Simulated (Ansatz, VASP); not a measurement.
## KTaO3 in VASP and in Ansatz

INCAR

```
SYSTEM = KTaO3
ALGO = Normal
EDIFF = 1E-7
ENCUT = 520
GGA = PE
ISIF = 2
ISMEAR = 0
LASPH = .TRUE.
LCHARG = .FALSE.
LREAL = .FALSE.
LWAVE = .FALSE.
NBANDS = 27
NELM = 60
PREC = Accurate
SIGMA = 0.05
```

The input KPOINTS:

```
k-points
0
G
  8 8 8
  0 0 0
```

The input POSCAR:

```
KTaO3
1.0
    3.8885925000      0.0000000000      0.0000000000
    0.0000000000      3.9883000000      0.0000000000
    0.0000000000      0.0000000000      3.9883000000
K Ta O
1 1 3
Direct
    0.5000000000      0.5000000000      0.5000000000
    0.0000000000      0.0000000000      0.0000000000
    0.5000000000      0.0000000000      0.0000000000
    0.0000000000      0.5000000000      0.0000000000
    0.0000000000      0.0000000000      0.5000000000
```

Input for Ansatz:

```yaml
crystal:
  lattice:
    - [3.8885925, 0.0, 0.0]
    - [0.0, 3.9883, 0.0]
    - [0.0, 0.0, 3.9883]
  atoms:
    - { symbol: K, position: [0.5, 0.5, 0.5] }
    - { symbol: Ta, position: [0.0, 0.0, 0.0] }
    - { symbol: O, position: [0.5, 0.0, 0.0] }
    - { symbol: O, position: [0.0, 0.5, 0.0] }
    - { symbol: O, position: [0.0, 0.0, 0.5] }
basis:
  ecutwfc: 420
kpoints:
  mp_grid: { grid: [8, 8, 8] }
hamiltonian:
  xc: pbe
scf:
  occupations: { method: gaussian, width: 0.05 }
output:
  forces: true
  stress: true
  eigenvalues: true
```

Change from the starting cell: strain -0.0250 x Voigt [1, 0, 0, 0, 0, 0], atoms carried along.

Alike in both runs: task single point; functional PBE; k mesh 8 × 8 × 8; occupations gaussian, width 0.05 eV; no spin polarisation.

```csv
,VASP,Ansatz
version,VASP 6.6.1,Ansatz 0.2.0
potentials or method,"VASP PAW PBE potentials, release 64 (K_sv, Ta_pv, O), cutoff 520 eV","scalar-relativistic, plane waves, PAW"
valence electrons in the cell,38,40
```

Ansatz gave:

* gap on the k mesh at the Fermi level (eV): 2.23
* least direct gap on the mesh (eV): 2.82
* pressure (GPa): 11.3
* traceless stress, the component that is largest in VASP (GPa): 7.33

Q: What did VASP give for the same quantities?

A: gap on the k mesh at the Fermi level (eV): 2.18; least direct gap on the mesh (eV): 2.79; pressure (GPa): 12.1; traceless stress, the component that is largest in VASP (GPa): 7.46.

VASP's potentials hold 38 valence electrons a cell and Ansatz's 40, so a difference there can come from the potentials and not from the codes.

Spin-orbit coupling is off throughout.
